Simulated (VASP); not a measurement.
SiC: relaxation of shape and atoms at fixed volume with r2SCAN

Crystal: SiC.

```
CELL_PARAMETERS angstrom
3.01283 0.00000 0.00000
-1.50641 2.60919 0.00000
0.00000 0.00000 4.94377
ATOMIC_POSITIONS crystal
Si 0.33333 0.66667 0.00458
Si 0.66667 0.33333 0.50458
C 0.33333 0.66667 0.38042
C 0.66667 0.33333 0.88042
```

- Program: VASP 6.6.1
- Task: relaxation of shape and atoms at fixed volume
- Functional: r2SCAN
- Potentials or basis: VASP PAW PBE potentials, release 64 (Si, C)
- Cutoff: 600 eV
- k mesh: 12 × 12 × 6
- Occupations: gaussian, width 0.02 eV
- Spin: no spin polarisation
- Dipole correction: no
- Further INCAR settings: ALGO = Normal; EDIFF = 1e-07; IBRION = 2; EDIFFG = -0.01; NSW = 50; ISIF = 4

```
Energy gained by relaxing : 0.0 meV/atom
Ionic steps               : 3
Pressure after relaxing   : 15.5 GPa
Band gap on the k mesh    : 2.57 eV (least direct gap 4.63 eV)
```

Final structure:
```cif
data_structure
_symmetry_space_group_name_H-M 'P 1'
_symmetry_Int_Tables_number 1
_cell_length_a 3.0131
_cell_length_b 3.0131
_cell_length_c 4.9430
_cell_angle_alpha 90.000
_cell_angle_beta 90.000
_cell_angle_gamma 120.000
_cell_volume 38.86
loop_
_atom_site_label
_atom_site_type_symbol
_atom_site_fract_x
_atom_site_fract_y
_atom_site_fract_z
_atom_site_occupancy
Si1 Si 0.33333 0.66667 0.00461 1
Si2 Si 0.66667 0.33333 0.50461 1
C1 C 0.33333 0.66667 0.38039 1
C2 C 0.66667 0.33333 0.88039 1
```

Levels at points of the mesh, in eV from the valence-band top:
| k point | band 5 | band 6 | band 7 | band 8 | band 9 | band 10 | band 11 | band 12 |
| --- | --- | --- | --- | --- | --- | --- | --- | --- |
| (0.00, 0.00, 0.00) | -1.42 | -0.11 | 0.00 | 0.00 | 5.94 | 7.48 | 7.60 | 7.60 |
| (0.50, 0.00, 0.00) | -5.84 | -3.61 | -3.54 | -1.27 | 3.35 | 4.75 | 7.91 | 7.98 |
| (0.00, 0.00, 0.50) | -0.76 | -0.76 | -0.76 | -0.76 | 7.07 | 7.07 | 8.26 | 8.26 |
| (0.50, 0.00, 0.50) | -2.65 | -2.65 | -2.50 | -2.50 | 3.88 | 3.88 | 6.10 | 6.10 |

It took 110 s on 1 thread of Intel(R) Xeon(R) 6975P-C (Granite Rapids), on a shared host, peak memory 0.18 GiB.

Caveat: the PAW data sets were made with another functional, which shifts forces and pressure a little. A k mesh can miss the band edges.
